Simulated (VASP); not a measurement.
# BP (zinc blende) (F-43m) in VASP: a series of runs

The runs below take BP (zinc blende) through single point, with PBE.

Program: VASP 6.6.1. These are calculated values, not measurements. Logs are shortened: lines on timing, memory, paths and dates and some standing lists are left out, and cuts for length are marked.

## (1) The cell of the first run

Symmetry: F-43m, No. 216, cubic system. The conventional cell has a = 4.279 Å, b = 4.279 Å, c = 4.279 Å, α = 90.00°, β = 90.00°, γ = 90.00°. B (site symmetry -43m) has 4 P at 1.85 Å within 2.5 Å. P (site symmetry -43m) has 4 B at 1.85 Å within 2.5 Å.

## (2) Single point, PBE (volume scaled by 0.84)

INCAR reads:

```
SYSTEM = BP
PREC     = Accurate       ! precision mode
ENCUT    = 500            ! plane-wave cutoff, eV
EDIFF    = 1E-6           ! SCF threshold, eV
ISMEAR   = 0              ! smearing method
SIGMA    = 0.01           ! smearing width, eV
LREAL    = .FALSE.        ! projectors in reciprocal space
LASPH    = .TRUE.         ! aspherical terms in the spheres
NELM     = 120            ! most SCF steps
ALGO     = Normal         ! electronic algorithm
ISIF     = 2              ! what is computed and relaxed
LWAVE    = .FALSE.        ! write WAVECAR
LCHARG   = .FALSE.        ! write CHGCAR
GGA      = PE             ! functional
NBANDS   = 11             ! bands
GGA_COMPAT= .FALSE.
```

KPOINTS reads:

```
regular mesh
0
G
  10 10 10
  0 0 0
```

POSCAR reads:

```
BP
1.0
    0.0000000000      2.1394742201      2.1394742201
    2.1394742201      0.0000000000      2.1394742201
    2.1394742201      2.1394742201      0.0000000000
B P
1 1
Direct
    0.0000000000      0.0000000000      0.0000000000
    0.2500000000      0.2500000000      0.2500000000
```

Potentials or basis: VASP PAW PBE potentials, release 64 (B, P).

On the command line:

```console
$ cat potpaw_PBE.64/B/POTCAR potpaw_PBE.64/P/POTCAR > POTCAR
$ mpirun -np 1 vasp_std > vasp.out
```

OUTCAR:

```text
SYSTEM = BP
   PREC = Accurate
   ENCUT = 500
   EDIFF = 1E-6
   ISMEAR = 0
   LREAL = .FALSE.
   LASPH = .TRUE.
   NELM = 120
   ISIF = 2
   GGA = PE

 ion  position               nearest neighbor table
   1  0.000  0.000  0.000-   2 1.85   2 1.85   2 1.85   2 1.85
   2  0.250  0.250  0.250-   1 1.85   1 1.85   1 1.85   1 1.85

  LATTYP: Found a face centered cubic cell.
 ALAT       =     4.2789484402

  Lattice vectors:

 A1 = (   0.0000000000,   2.1394742201,   2.1394742201)
 A2 = (   2.1394742201,   0.0000000000,   2.1394742201)
 A3 = (   2.1394742201,   2.1394742201,   0.0000000000)

Analysis of symmetry for initial positions (statically):
=====================================================================
 Subroutine PRICEL returns:
 Original cell was already a primitive cell.

 Routine SETGRP: Setting up the symmetry group for a
 face centered cubic supercell.

 Subroutine GETGRP returns: Found 24 space group operations
 (whereof 24 operations were pure point group operations)
 out of a pool of 48 trial point group operations.

The static configuration has the point symmetry T_d .

Analysis of symmetry for dynamics (positions and initial velocities):
=====================================================================
 Subroutine PRICEL returns:
 Original cell was already a primitive cell.

 Routine SETGRP: Setting up the symmetry group for a
 face centered cubic supercell.

 Subroutine GETGRP returns: Found 24 space group operations
 (whereof 24 operations were pure point group operations)
 out of a pool of 48 trial point group operations.

The dynamic configuration has the point symmetry T_d .

 Subroutine INISYM returns: Found 24 space group operations
 (whereof 24 operations are pure point group operations),
 and found     1 'primitive' translations

----------------------------------------------------------------------------------------

                                     Primitive cell

  volume of cell :      19.5862

  direct lattice vectors                    reciprocal lattice vectors
     0.000000000  2.139474220  2.139474220    -0.233702278  0.233702278  0.233702278
     2.139474220  0.000000000  2.139474220     0.233702278 -0.233702278  0.233702278
     2.139474220  2.139474220  0.000000000     0.233702278  0.233702278 -0.233702278

  length of vectors
     3.025673458  3.025673458  3.025673458     0.404784220  0.404784220  0.404784220

  position of ions in fractional coordinates (direct lattice)
     0.000000000  0.000000000  0.000000000
     0.250000000  0.250000000  0.250000000

  ion indices of the primitive-cell ions
   primitive index   ion index
                 1           1
                 2           2

----------------------------------------------------------------------------------------

 KPOINTS: regular mesh

Automatic generation of k-mesh.
 Grid dimensions read from file:
 generate k-points for:   10   10   10

 Generating k-lattice:

  Cartesian coordinates                     Fractional coordinates (reciprocal lattice)
    -0.023370228  0.023370228  0.023370228     0.100000000  0.000000000  0.000000000
     0.023370228 -0.023370228  0.023370228     0.000000000  0.100000000  0.000000000
     0.023370228  0.023370228 -0.023370228     0.000000000  0.000000000  0.100000000

  Length of vectors
     0.040478422  0.040478422  0.040478422

  Shift w.r.t. Gamma in fractional coordinates (k-lattice)
     0.000000000  0.000000000  0.000000000

 Subroutine IBZKPT returns following result:
 ===========================================

 Found     47 irreducible k-points:

 Following reciprocal coordinates:
            Coordinates               Weight
  0.000000  0.000000  0.000000      1.000000
  0.100000  0.000000  0.000000      8.000000
  0.200000  0.000000  0.000000      8.000000
  0.300000  0.000000  0.000000      8.000000
  0.400000  0.000000  0.000000      8.000000
  0.500000  0.000000  0.000000      4.000000
[... 16 lines left out ...]
  0.300000  0.300000  0.000000      6.000000
  0.400000  0.300000  0.000000     24.000000
 [... further k-points ...]
   k-points           NKPTS =     47   k-points in BZ     NKDIM =     47   number of bands    NBANDS=     11
   number of dos      NEDOS =    301   number of ions     NIONS =      2
   total plane-waves  NPLWV =  13824
   dimension x,y,z NGX =    24 NGY =   24 NGZ =   24
   dimension x,y,z NGXF=    48 NGYF=   48 NGZF=   48
   ions per type =               1   1
   NGX,Y,Z   is equivalent  to a cutoff of  13.19, 13.19, 13.19 a.u.
   NGXF,Y,Z  is equivalent  to a cutoff of  26.37, 26.37, 26.37 a.u.
 SYSTEM =  BP
   PREC   = accura    normal or accurate (medium, high low for compatibility)
   ISTART =      0    job   : 0-new  1-cont  2-samecut
   ICHARG =      2    charge: 1-file 2-atom 10-const
   ISPIN  =      1    spin polarized calculation?
   LNONCOLLINEAR =      F non collinear calculations
   LSORBIT =      F    spin-orbit coupling
   LASPH  =      T    aspherical Exc in radial PAW
   ENCUT  =  500.0 eV  36.75 Ry    6.06 a.u.   5.52  5.52  5.52*2*pi/ulx,y,z
   NELM   =    120;   NELMIN=  2; NELMDL= -5     # of ELM steps
   EDIFF  = 0.1E-05   stopping-criterion for ELM
   LREAL  =      F    real-space projection
   EDIFFG = 0.1E-04   stopping-criterion for IOM
   NSW    =      0    number of steps for IOM
   IBRION =     -1    ionic relax: 0-MD 1-quasi-New 2-CG
   NFREE  =      0    steps in history (QN), initial steepest desc. (CG)
   ISIF   =      2    stress and relaxation
   ISYM   =      2    0-nonsym 1-usesym 2-fastsym
   POTIM  = 0.5000    time-step for ionic-motion
   TEBEG  =    0.0;   TEEND  =   0.0 temperature during run
   PSTRESS=    0.0 pullay stress
   NELECT =       8.0000    total number of electrons
   NUPDOWN=      -1.0000    fix difference up-down
   EMIN   =  10.00;   EMAX   =-10.00  energy-range for DOS
   EFERMI =   0.00;   METHOD = LEGACY
   ISMEAR =     0;   SIGMA  =   0.01  broadening in eV -4-tet -1-fermi 0-gaus
   EFERMI_NEDOS =   21; number of points for ismear=-14 and -15
   IALGO  =     38    algorithm
   IMIX   =      4    mixing-type and parameters
     AMIX     =   0.40;   BMIX     =  1.00
     AMIX_MAG =   1.60;   BMIX_MAG =  1.00
  volume/ion in A,a.u.               =       9.79        66.09
  Fermi-wavevector in a.u.,A,eV,Ry     =   1.214659  2.295373 20.073994  1.475397
  Thomas-Fermi vector in A             =   2.350072
   LORBIT       =      0    0 simple, 1 ext, 2 COOP (PROOUT), +10 PAW based schemes
   GGA     = PE    functional components
   LHFCALC =     F    Hartree Fock is set to
   AEXX    =    0.0000 exact exchange contribution
   IVDW    =     0    specifies the selected vdW correction
   LEPSILON=     F    determine dielectric tensor
   LRPA    =     F    only Hartree local field effects (RPA)
 non-spin polarized calculation
 Gauss-broadening in eV      SIGMA  =   0.01
  energy-cutoff  :      500.00
  volume of cell :       19.59
 maximum number of plane-waves:       531
 NGX is ok and might be reduce to    24
   NGX = 11   NGY = 11   NGZ = 11

 number of electron       8.0000001 magnetization

 Free energy of the ion-electron system (eV)
  ---------------------------------------------------
  ext. energy  EPLUGINS =         0.00000000
  ---------------------------------------------------
  free energy    TOTEN  =       -12.49197125 eV

  energy without entropy =      -12.49197125  energy(sigma->0) =      -12.49197125

 E-fermi :   9.7847     XC(G=0): -11.6811

 val. band max:        9.6407077675   @ k =   0.0000   0.0000   0.0000
 cond. band min:      10.5923943265   @ k =   0.5000   0.5000   0.0000
 fundamental gap:      0.9516865590
 Fermi energy:         9.7846599978

 k-point     1 :       0.0000    0.0000    0.0000
  band No.  band energies     occupation
      1      -7.4719      2.00000
      2       9.6407      2.00000
      3       9.6407      2.00000
      4       9.6407      2.00000
      5      13.3800      0.00000
      6      13.3800      0.00000
      7      13.3800      0.00000
      8      19.8143      0.00000
      9      22.3221      0.00000
     10      22.3221      0.00000
     11      22.5255      0.00000

 k-point     2 :       0.1000    0.0000    0.0000
  band No.  band energies     occupation
      1      -7.2646      2.00000
      2       8.2055      2.00000
      3       9.3048      2.00000
      4       9.3048      2.00000
      5      13.8493      0.00000
      6      13.8493      0.00000
      7      13.9754      0.00000
      8      20.1093      0.00000
      9      21.5138      0.00000
     10      21.5138      0.00000
     11      23.2081      0.00000

 k-point     3 :       0.2000    0.0000    0.0000
  band No.  band energies     occupation
      1      -6.6482      2.00000
      2       5.5927      2.00000
      3       8.6781      2.00000
      4       8.6781      2.00000
      5      14.4618      0.00000
      6      14.6237      0.00000
      7      14.6237      0.00000
      8      20.6310      0.00000
      9      20.8442      0.00000
     10      20.8442      0.00000
     11      24.1755      0.00000

 k-point     4 :       0.3000    0.0000    0.0000
  band No.  band energies     occupation
      1      -5.6465      2.00000
      2       2.9198      2.00000
      3       8.1389      2.00000
      4       8.1389      2.00000
      5      14.5657      0.00000
      6      14.8318      0.00000
      7      14.8318      0.00000
      8      20.7376      0.00000
      9      21.6417      0.00000
     10      21.6417      0.00000
     11      24.7841      0.00000
[... 239 lines left out ...]
 k-point    22 :      -0.2000    0.2000    0.0000
  band No.  band energies     occupation
      1      -5.3092      2.00000
      2       3.9591      2.00000
      3       4.7745      2.00000
      4       8.2701      2.00000
      5      14.5209      0.00000
      6      15.4700      0.00000
      7      16.8585      0.00000
      8      19.2727      0.00000
      9      19.3116      0.00000
     10      24.6927      0.00000
     11      27.8802      0.00000

 k-point    23 :       0.3000    0.3000    0.0000
  band No.  band energies     occupation
      1      -5.0263      2.00000
      2       4.6487      2.00000
      3       5.9037      2.00000
      4       5.9037      2.00000
      5      11.0456      0.00000
      6      13.4170      0.00000
      7      19.6973      0.00000
      8      19.6973      0.00000
      9      24.8885      0.00000
     10      25.1574      0.00000
     11      28.7772      0.00000

 k-point    24 :       0.4000    0.3000    0.0000
  band No.  band energies     occupation
      1      -4.0537      2.00000
      2       3.1031      2.00000
      3       4.9244      2.00000
      4       5.5702      2.00000
      5      11.3105      0.00000
      6      13.1984      0.00000
      7      20.3019      0.00000
      8      20.5058      0.00000
      9      25.8242      0.00000
     10      26.0005      0.00000
     11      29.5037      0.00000

 [... further k-points ...]

------------------------ aborting loop because EDIFF is reached ----------------------------------------

  FORCE on cell =-STRESS in cart. coord.  units (eV):
  Direction    XX          YY          ZZ          XY          YZ          ZX
  --------------------------------------------------------------------------------------
  -------------------------------------------------------------------------------------
  Total        5.0561892      5.0561892      5.0561892     -0.0000000      0.0000000     -0.0000000
  in kB      413.6020956    413.6020956    413.6020956     -0.0000000      0.0000000     -0.0000000
  external PRESSURE =     413.6020956 kB  Pullay stress =       0.0000000 kB

 VOLUME and BASIS-vectors are now :
 -----------------------------------------------------------------------------
  energy-cutoff  :      500.00
  volume of cell :       19.59
      direct lattice vectors                 reciprocal lattice vectors
     0.000000000  2.139474220  2.139474220    -0.233702278  0.233702278  0.233702278
     2.139474220  0.000000000  2.139474220     0.233702278 -0.233702278  0.233702278
     2.139474220  2.139474220  0.000000000     0.233702278  0.233702278 -0.233702278

 POSITION                                       TOTAL-FORCE (eV/Angst)
 -----------------------------------------------------------------------------------
      0.00000      0.00000      0.00000        -0.000000      0.000000      0.000000
      1.06974      1.06974      1.06974         0.000000     -0.000000     -0.000000
 -----------------------------------------------------------------------------------
    total drift:                               -0.000000     -0.000000      0.000000

  FREE ENERGIE OF THE ION-ELECTRON SYSTEM (eV)
  ---------------------------------------------------
  free  energy   TOTEN  =       -12.4919712543 eV

  energy  without entropy=      -12.4919712543  energy(sigma->0) =      -12.49197125
```

Wall time 6.7 s (1 thread of AMD EPYC 9R45 (Zen 5), shared host); peak memory 0.1 GiB.

What came out:

| Item | Value |
| --- | --- |
| Free energy | -12.4920 eV |
| Pressure | 41.4 GPa |
| Band gap on the k mesh | 0.95 eV, indirect (least direct gap 3.74 eV) |

Levels at points of the mesh, in eV from the valence-band top:
```
           k point  band 1  band 2  band 3  band 4  band 5  band 6  band 7  band 8  band 9
(0.00, 0.00, 0.00)  -17.11    0.00    0.00    0.00    3.74    3.74    3.74   10.17   12.68
(0.50, 0.00, 0.00)  -13.07  -10.37   -1.95   -1.95    4.83    4.83    4.90   10.74   15.85
(0.50, 0.50, 0.00)  -11.29   -9.52   -4.76   -4.76    0.95    1.51   13.84   13.84   17.55
```

## (3) Single point, PBE (volume scaled by 0.96)

INCAR reads:

```
SYSTEM = BP
PREC = Accurate
ENCUT = 500
EDIFF = 1E-6
ISMEAR = 0
SIGMA = 0.01
LREAL = .False.
LASPH = .True.
NELM = 120
ALGO = Normal
ISIF = 2
LWAVE = .False.
LCHARG = .False.
GGA = PE
NBANDS = 11
GGA_COMPAT = .False.
```

KPOINTS reads:

```
Automatic mesh
0
Gamma
  10 10 10
  0 0 0
```

POSCAR reads:

```
BP
1.0
    0.0000000000      2.2368543514      2.2368543514
    2.2368543514      0.0000000000      2.2368543514
    2.2368543514      2.2368543514      0.0000000000
B P
1 1
Direct
    0.0000000000      0.0000000000      0.0000000000
    0.2500000000      0.2500000000      0.2500000000
```

Potentials or basis: VASP PAW PBE potentials, release 64 (B, P).

On the command line:

```console
$ cat potpaw_PBE.64/B/POTCAR potpaw_PBE.64/P/POTCAR > POTCAR
$ mpirun -np 1 vasp_std > vasp.out
```

OUTCAR:

```text
SYSTEM = BP
   PREC = Accurate
   ENCUT = 500
   EDIFF = 1E-6
   ISMEAR = 0
   LREAL = .False.
   LASPH = .True.
   NELM = 120
   ISIF = 2
   GGA = PE

 ion  position               nearest neighbor table
   1  0.000  0.000  0.000-   2 1.94   2 1.94   2 1.94   2 1.94
   2  0.250  0.250  0.250-   1 1.94   1 1.94   1 1.94   1 1.94

  LATTYP: Found a face centered cubic cell.
 ALAT       =     4.4737087028

  Lattice vectors:

 A1 = (   0.0000000000,   2.2368543514,   2.2368543514)
 A2 = (   2.2368543514,   0.0000000000,   2.2368543514)
 A3 = (   2.2368543514,   2.2368543514,   0.0000000000)
[... 512 lines left out ...]
      7      17.7082      0.00000
      8      17.7461      0.00000
      9      22.4565      0.00000
     10      23.4573      0.00000
     11      25.6353      0.00000

 [... further k-points ...]
[... 5 lines left out ...]
  --------------------------------------------------------------------------------------
  -------------------------------------------------------------------------------------
  Total        1.1972847      1.1972847      1.1972847     -0.0000000      0.0000000     -0.0000000
  in kB       85.6968605     85.6968605     85.6968605     -0.0000000      0.0000000     -0.0000000
  external PRESSURE =      85.6968605 kB  Pullay stress =       0.0000000 kB

 VOLUME and BASIS-vectors are now :
 -----------------------------------------------------------------------------
  energy-cutoff  :      500.00
  volume of cell :       22.38
      direct lattice vectors                 reciprocal lattice vectors
     0.000000000  2.236854351  2.236854351    -0.223528188  0.223528188  0.223528188
     2.236854351  0.000000000  2.236854351     0.223528188 -0.223528188  0.223528188
     2.236854351  2.236854351  0.000000000     0.223528188  0.223528188 -0.223528188

 POSITION                                       TOTAL-FORCE (eV/Angst)
 -----------------------------------------------------------------------------------
      0.00000      0.00000      0.00000        -0.000000      0.000000     -0.000000
      1.11843      1.11843      1.11843         0.000000     -0.000000      0.000000
 -----------------------------------------------------------------------------------
    total drift:                                0.000000      0.000000      0.000000

  FREE ENERGIE OF THE ION-ELECTRON SYSTEM (eV)
  ---------------------------------------------------
  free  energy   TOTEN  =       -12.9015805190 eV

  energy  without entropy=      -12.9015805190  energy(sigma->0) =      -12.90158052
```

OSZICAR:

```text
N       E                     dE             d eps       ncg     rms          rms(c)
DAV:   1     0.876571861106E+01    0.87657E+01   -0.38037E+03  1034   0.631E+02
DAV:   2    -0.131156946493E+02   -0.21881E+02   -0.20802E+02  1416   0.110E+02
DAV:   3    -0.137015896191E+02   -0.58589E+00   -0.58478E+00  1293   0.152E+01
DAV:   4    -0.137037328582E+02   -0.21432E-02   -0.21431E-02  1188   0.112E+00
DAV:   5    -0.137037435128E+02   -0.10655E-04   -0.10655E-04  1291   0.775E-02    0.767E+00
DAV:   6    -0.130139610480E+02    0.68978E+00   -0.15117E+00  1172   0.545E+00    0.412E+00
DAV:   7    -0.129093168224E+02    0.10464E+00   -0.27781E-01  1292   0.262E+00    0.138E+00
DAV:   8    -0.129010614345E+02    0.82554E-02   -0.28358E-02  1215   0.976E-01    0.207E-01
DAV:   9    -0.129013767523E+02   -0.31532E-03   -0.70824E-04  1198   0.183E-01    0.138E-01
DAV:  10    -0.129015688743E+02   -0.19212E-03   -0.23977E-04  1160   0.977E-02    0.294E-02
DAV:  11    -0.129015796472E+02   -0.10773E-04   -0.12024E-05  1321   0.228E-02    0.372E-02
DAV:  12    -0.129015805190E+02   -0.87180E-06   -0.47340E-06  1151   0.106E-02
   1 F= -.12901581E+02 E0= -.12901581E+02  d E =-.114144E-30
```

Wall time 6.8 s (1 thread of AMD EPYC 9R45 (Zen 5), shared host); peak memory 0.1 GiB.

Results:

* Free energy: -12.9016 eV
* Pressure: 8.6 GPa
* Band gap on the k mesh: 1.18 eV, indirect (least direct gap 3.47 eV)

 A k mesh can miss the band edges.

[end of part 1 of 2]
